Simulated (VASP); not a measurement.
Wanted: the native input for a VASP 6.6.1 run.

* Task: single point
* Functional: PBE
* Dispersion: D3(BJ)
* Potentials or basis: VASP PAW PBE potentials, release 64 (O, H, C)
* Cutoff: 520 eV
* k mesh: 1 × 1 × 1
* Occupations: fermi-dirac, width 0.02 eV
* Spin: no spin polarisation
* Dipole correction: no
* Further INCAR settings: LREAL = Auto; ALGO = Normal; EDIFF = 1e-06; NBANDS = 39

The structure of H10CO6 lies in POSCAR:

```
H10CO6
1.0
    5.4814800000      0.0000000000      0.0000000000
    0.0000000000      5.4814800000      0.0000000000
    0.0000000000      0.0000000000      5.4814800000
O H C
6 10 1
Direct
   -0.0666608288      1.1977057291     -0.0127702737
    0.8834110496      0.7554711501      0.6593474755
    0.1229959792      0.8697286134      0.2904507542
    0.4560264746      0.9178360589      0.8373650912
    0.2895021053      0.4891926998      0.0717689383
    0.5602683947      0.2298284405      0.2487102024
    0.1014324598      1.1773645074     -0.1098061108
    0.0299554135      0.9624043142      0.1377912535
    0.8370731992      0.5942190795      0.7184738428
    0.7247677635      0.8527259061      0.7211008706
    0.1833446441      0.6509373381      0.1340878741
   -0.0112378409      0.8548786094      0.4146143012
    0.2919649438      0.9397097134      0.7613637193
    0.4871129695      1.0287367645      0.9632982333
    0.0093222998      0.3025460277      0.0900486730
    0.4652940447      0.5634244766      0.4109838949
    0.4524690412      0.4257244394      0.2549129067
```

The input as run:

INCAR

```
SYSTEM = H10CO6
  PREC = Accurate
  ENCUT = 520
  EDIFF = 1E-6
  ISMEAR = -1
  SIGMA = 0.02
  LREAL = Auto
  LASPH = .True.
  NELM = 80
  ALGO = Normal
  ISIF = 2
  LWAVE = .False.
  LCHARG = .False.
  GGA = PE
  IVDW = 12
  NBANDS = 39
```

KPOINTS

```
Automatic mesh
0
Gamma
  1 1 1
  0 0 0
```

Potentials or basis: VASP PAW PBE potentials, release 64 (O, H, C).

Run with:

```sh
$ cat potpaw_PBE.64/O/POTCAR potpaw_PBE.64/H/POTCAR potpaw_PBE.64/C/POTCAR > POTCAR
$ mpirun -np 1 vasp_gam > vasp.out
```

Results of the run:

| Item | Value |
| --- | --- |
| Pressure | -1.5 GPa |
| Largest force | 6.144 eV/Å |
| Dispersion energy per atom | -0.042 eV |

Caveat: the k points lie up to 1.15 Å⁻¹ apart; the atoms stand as in a frame of molecular dynamics.

Run time: 42 s on 1 thread of Intel Xeon 8259CL, with other jobs on the host, peak memory 0.23 GiB.
